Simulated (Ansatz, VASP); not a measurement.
## One calculation of SrO, two programs

```
Sr O
1.0
     0.00000    2.57989    2.57989
     2.57989    0.00000    2.57989
     2.57989    2.57989    0.00000
Sr O
1 1
Cartesian
  0.0000 0.0000 0.0000
  2.5799 2.5799 2.5799
```

Alike in both runs: task single point; functional HSE06; k mesh 4 × 4 × 4; no spin polarisation.

|  | VASP | Ansatz |
| --- | --- | --- |
| version | VASP 6.6.1 | Ansatz 0.2.0 |
| potentials or method | VASP PAW PBE potentials, release 64 (Sr_sv, O) | plane waves |
| plane-wave cutoff (eV) | 520 | 420 |
| occupations | gaussian, width 0.01 eV | fixed |
| valence electrons in the cell | 16 | 16 |

Ansatz gave:

* gap on the k mesh at the Fermi level (eV): 4.79
* pressure (GPa): -0.3

Question: Estimate VASP's values.

Answer: gap on the k mesh at the Fermi level (eV): 4.74; pressure (GPa): 0.2.

Ansatz's warnings: stress exchange threshold loose, stress scf threshold loose.

The k mesh is coarse, so the values compare programs but aren't converged.
